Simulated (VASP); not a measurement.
# Zn (P6_3/mmc) in VASP: a series of runs, part 2 of 2

VASP 6.6.1.

## (3) Single point, LDA

This run uses another cell than the first one, of 13.68 Å³/atom, 0.948 times its volume.

Input file INCAR:

```
SYSTEM = Zn
ALGO     = Fast           ! electronic algorithm
EDIFF    = 1E-6           ! SCF threshold, eV
ENCUT    = 520            ! plane-wave cutoff, eV
GGA      = CA             ! functional
ISIF     = 2              ! what is computed and relaxed
ISMEAR   = 0              ! smearing method
LASPH    = .TRUE.         ! aspherical terms in the spheres
LCHARG   = .TRUE.         ! write CHGCAR
LELF     = .TRUE.         ! ELF
LREAL    = .FALSE.        ! projectors in reciprocal space
LVHAR    = .TRUE.       
LWAVE    = .FALSE.        ! write WAVECAR
NBANDS   = 19             ! bands
NELM     = 60             ! most SCF steps
PREC     = Accurate       ! precision mode
SIGMA    = 0.1            ! smearing width, eV
```

Input file KPOINTS:

```
k-points
0
G
  15 15 8
  0 0 0
```

Input file POSCAR:

```
Zn
1.0
    2.5489338933      0.0000000000      0.0000000000
   -1.2744669467      2.2074415042      0.0000000000
    0.0000000000      0.0000000000      4.8621582776
Zn
2
Direct
    0.3333333333      0.6666666667      0.2500000000
    0.6666666667      0.3333333333      0.7500000000
```

Potentials or basis: VASP PAW LDA potentials, release 64 (Zn).

Launch:

```
cat potpaw_LDA.64/Zn/POTCAR > POTCAR
mpirun -np 1 vasp_std > vasp.out
```

Run time: 24 s. Hardware: 1 thread of Intel Xeon 6975P-C (Granite Rapids), shared host; peak memory 0.16 GiB.

The run converged. Its results:

| Item | Value |
| --- | --- |
| Free energy | -3.7601 eV |
| Pressure | 1.1 GPa |
| Band gap on the k mesh | zero (band 12 reaches 5.40 eV, above the bottom of band 13 at 0.36 eV) |

Stress tensor (GPa, compression positive):
```
1.21 0.00 0.00
0.00 1.21 0.00
0.00 0.00 0.74
```

Levels at points of the mesh, in eV from the Fermi level:
| k point | band 9 | band 10 | band 11 | band 12 | band 13 | band 14 | band 15 | band 16 |
| --- | --- | --- | --- | --- | --- | --- | --- | --- |
| (0.00, 0.00, 0.00) | -7.51 | -7.29 | -7.29 | -4.23 | -3.26 | 13.62 | 17.72 | 19.40 |
| (0.00, 0.00, 0.50) | -7.38 | -7.38 | -7.38 | -7.38 | 4.44 | 4.44 | 20.76 | 20.76 |

## (4) Single point, LDA

This run uses another cell than the first one, of 13.69 Å³/atom, 0.950 times its volume.

Input file INCAR:

```
PREC = Accurate ; ENCUT = 520
EDIFF = 1E-6 ; ISMEAR = -1
SIGMA = 0.15 ; LREAL = False
LASPH = True ; NELM = 60
ALGO = Fast ; ISIF = 2
LWAVE = False ; LCHARG = False
GGA = CA ; NBANDS = 19
```

Input file KPOINTS:

```
regular mesh
0
Gamma
  15 15 8
```

Input file POSCAR:

```
Zn
1.0
    2.5495910261      0.0000000000      0.0000000000
   -1.2747955131      2.2080105979      0.0000000000
    0.0000000000      0.0000000000      4.8651664754
Zn
2
Direct
    0.3333333333      0.6666666667      0.2500000000
    0.6666666667      0.3333333333      0.7500000000
```

Launch:

```
cat potpaw_LDA.64/Zn/POTCAR > POTCAR
mpirun -np 1 vasp_std > vasp.out
```

Wall time 22 s (1 thread of Intel Xeon 6975P-C (Granite Rapids), shared host); peak memory 0.17 GiB.

It converged, with:

| Quantity | Value |
| --- | --- |
| Free energy | -3.7688 eV |
| Pressure | 1.0 GPa |
| Band gap on the k mesh | zero (band 12 reaches 5.39 eV, above the bottom of band 13 at 0.34 eV) |

Stress tensor (GPa, compression positive):
```
1.19 0.00 0.00
0.00 1.19 0.00
0.00 0.00 0.72
```

Levels at points of the mesh, in eV from the Fermi level:
| k point | band 10 | band 11 | band 12 | band 13 | band 14 | band 15 |
| --- | --- | --- | --- | --- | --- | --- |
| (0.00, 0.00, 0.00) | -7.35 | -7.35 | -4.28 | -3.33 | 13.53 | 17.63 |
| (0.00, 0.00, 0.50) | -7.44 | -7.44 | -7.44 | 4.37 | 4.37 | 20.68 |

## (5) Relaxation of cell and atoms, LDA

This run uses another cell than the first one, of 13.68 Å³/atom, 0.948 times its volume.

Input file INCAR:

```
SYSTEM = Zn
ALGO     = Normal         ! electronic algorithm
EDIFF    = 1E-6           ! SCF threshold, eV
EDIFFG   = -0.001         ! ionic threshold
ENCUT    = 600            ! plane-wave cutoff, eV
IBRION   = 2              ! ionic algorithm
ISIF     = 3              ! what is computed and relaxed
ISMEAR   = -1             ! smearing method
LASPH    = .True.         ! aspherical terms in the spheres
LCHARG   = .False.        ! write CHGCAR
LREAL    = .False.        ! projectors in reciprocal space
LWAVE    = .False.        ! write WAVECAR
NELM     = 80             ! most SCF steps
NSW      = 80             ! ionic steps
PREC     = Accurate       ! precision mode
SIGMA    = 0.15           ! smearing width, eV
```

Input file KPOINTS:

```
k-points
0
Gamma
  15 15 8
  0 0 0
```

Input file POSCAR:

```
Zn
1.0
    2.5489338933      0.0000000000      0.0000000000
   -1.2744669467      2.2074415042      0.0000000000
    0.0000000000      0.0000000000      4.8621582776
Zn
2
Direct
    0.3333333333      0.6666666667      0.2500000000
    0.6666666667      0.3333333333      0.7500000000
```

Launch:

```
cat potpaw_LDA.64/Zn/POTCAR > POTCAR
mpirun -np 1 vasp_std > vasp.out
```

Wall time 77 s (1 thread of Intel Xeon 6975P-C (Granite Rapids), shared host); peak memory 0.17 GiB.

It converged, with:

- Free energy: -3.7688 eV
- Relaxed volume: 13.77 Å³/atom
- Relaxed cell: a = 2.556 Å, b = 2.556 Å, c = 4.869 Å, α = 90.00°, β = 90.00°, γ = 120.00°
- Space group after relaxing (to 0.05 Å): P6_3/mmc (No. 194)
- Energy gained by relaxing: 0.3 meV/atom
- Ionic steps: 9
- Pressure after relaxing: 0.0 GPa
- Band gap on the k mesh: zero (band 12 reaches 5.35 eV, above the bottom of band 13 at 0.32 eV)

Step by step:
```tsv
step	energy change (eV)	largest force (eV/Å)	pressure (GPa)	volume (Å³)
1	0.0000	0.0000	0.80	27.36
2	-0.0004	0.0000	-0.33	27.63
3	-0.0005	0.0000	0.00	27.55
4	-0.0005	0.0000	-0.06	27.55
5	-0.0005	0.0000	0.02	27.53
6	-0.0005	0.0000	-0.02	27.54
7	-0.0005	0.0000	0.08	27.54
8	-0.0005	0.0000	0.02	27.54
9	-0.0005	0.0000	-0.01	27.54
```

Final structure:
```
CELL_PARAMETERS angstrom
2.55598 0.00000 0.00000
-1.27799 2.21354 0.00000
0.00000 0.00000 4.86852
ATOMIC_POSITIONS crystal
Zn 0.33333 0.66667 0.25000
Zn 0.66667 0.33333 0.75000
```

Levels at points of the mesh, in eV from the Fermi level:
```tsv
k point	band 9	band 10	band 11	band 12	band 13	band 14	band 15	band 16
(0.00, 0.00, 0.00)	-7.56	-7.34	-7.34	-4.25	-3.32	13.54	17.62	19.20
(0.00, 0.00, 0.50)	-7.44	-7.44	-7.44	-7.44	4.38	4.38	20.55	20.55
```

## (6) Relaxation of cell and atoms, LDA

Input file INCAR:

```
SYSTEM = Zn
ALGO     = Normal         ! electronic algorithm
EDIFF    = 1E-6           ! SCF threshold, eV
EDIFFG   = -0.002         ! ionic threshold
ENCUT    = 600            ! plane-wave cutoff, eV
IBRION   = 2              ! ionic algorithm
ISIF     = 3              ! what is computed and relaxed
ISMEAR   = 0              ! smearing method
LASPH    = .TRUE.         ! aspherical terms in the spheres
LCHARG   = .FALSE.        ! write CHGCAR
LREAL    = .FALSE.        ! projectors in reciprocal space
LWAVE    = .FALSE.        ! write WAVECAR
NELM     = 100            ! most SCF steps
NSW      = 100            ! ionic steps
PREC     = Accurate       ! precision mode
SIGMA    = 0.1            ! smearing width, eV
```

Input file KPOINTS:

```
k-points
0
G
  15 15 8
  0 0 0
```

Input file POSCAR:

```
Zn
1.0
    2.6143598000      0.0000000000      0.0000000000
   -1.3071799000      2.2641020000      0.0000000000
    0.0000000000      0.0000000000      4.8731610200
Zn
2
Direct
    0.3333333300      0.6666666700      0.2500000000
    0.6666666700      0.3333333300      0.7500000000
```

Potentials or basis: VASP PAW LDA potentials, release 64 (Zn).

Launch:

```
cat potpaw_LDA.64/Zn/POTCAR > POTCAR
mpirun -np 1 vasp_std > vasp.out
```

Run time: 2.7 min. Hardware: 1 thread of Intel Xeon 6975P-C (Granite Rapids), shared host; peak memory 0.19 GiB.

It converged, with:

* Free energy: -3.7609 eV
* Relaxed volume: 13.76 Å³/atom
* Relaxed cell: a = 2.555 Å, b = 2.555 Å, c = 4.870 Å, α = 90.00°, β = 90.00°, γ = 120.00°
* Space group after relaxing (to 0.05 Å): P6_3/mmc (No. 194)
* Energy gained by relaxing: 14.2 meV/atom
* Ionic steps: 19
* Pressure after relaxing: 0.0 GPa
* Band gap on the k mesh: zero (band 12 reaches 5.35 eV, above the bottom of band 13 at 0.31 eV)

Step by step:
```csv
step,energy change (eV),largest force (eV/Å),pressure (GPa),volume (Å³)
1,0.0000,0.0000,-4.84,28.85
2,-0.0258,0.0000,1.78,27.06
3,-0.0282,0.0000,0.19,27.43
4,-0.0282,0.0000,0.11,27.46
5,-0.0284,0.0000,0.10,27.51
6,-0.0284,0.0000,0.02,27.55
7,-0.0284,0.0000,-0.06,27.54
8,-0.0284,0.0000,0.14,27.53
9,-0.0284,0.0000,-0.17,27.54
10,-0.0284,0.0000,0.04,27.53
11,-0.0284,0.0000,-0.01,27.54
12,-0.0284,0.0000,-0.05,27.54
13,-0.0284,0.0000,0.05,27.52
14,-0.0284,0.0000,0.03,27.53
15,-0.0284,0.0000,-0.04,27.53
16,-0.0284,0.0000,0.03,27.53
17,-0.0284,0.0000,-0.06,27.53
18,-0.0284,0.0000,0.04,27.53
19,-0.0284,0.0000,-0.01,27.53
```

Final structure:
```xyz
2
Lattice="2.5549 0.0000 0.0000 -1.2774 2.2126 0.0000 0.0000 0.0000 4.8698" Properties=species:S:1:pos:R:3 pbc="T T T"
Zn    0.0000    1.4750    1.2175
Zn    1.2774    0.7375    3.6524
```

Levels at points of the mesh, in eV from the Fermi level:
```tsv
k point	band 10	band 11	band 12	band 13	band 14	band 15
(0.00, 0.00, 0.00)	-7.28	-7.28	-4.19	-3.27	13.58	17.67
(0.00, 0.00, 0.50)	-7.38	-7.38	-7.38	4.43	4.43	20.64
```

## (7) Overview

```tsv
task	cell	k mesh	cutoff (eV)	smearing	gap on the mesh (eV)	pressure (GPa)	relaxed volume (Å³/atom)
single point	a = 2.614, b = 2.614, c = 4.873 Å, angles 90.0, 90.0, 120.0°, 2 atoms	9 × 9 × 4	520	gaussian 0.1 eV	none	-4.8	-
single point	a = 2.549, b = 2.549, c = 4.862 Å, angles 90.0, 90.0, 120.0°, 2 atoms	15 × 15 × 8	520	gaussian 0.1 eV	none	1.1	-
single point	a = 2.550, b = 2.550, c = 4.865 Å, angles 90.0, 90.0, 120.0°, 2 atoms	15 × 15 × 8	520	fermi-dirac 0.15 eV	none	1.0	-
relaxation of cell and atoms	relaxed from a = 2.549, b = 2.549, c = 4.862 Å, angles 90.0, 90.0, 120.0°, 2 atoms	15 × 15 × 8	600	fermi-dirac 0.15 eV	none	0.0	13.77
relaxation of cell and atoms	relaxed from a = 2.614, b = 2.614, c = 4.873 Å, angles 90.0, 90.0, 120.0°, 2 atoms	15 × 15 × 8	600	gaussian 0.1 eV	none	0.0	13.76
```

Alike in all rows: level LDA; potentials or basis VASP PAW LDA potentials, release 64 (Zn); no spin polarisation.

Total energies depend on the potentials used, so only differences within one code and one set of settings carry meaning.
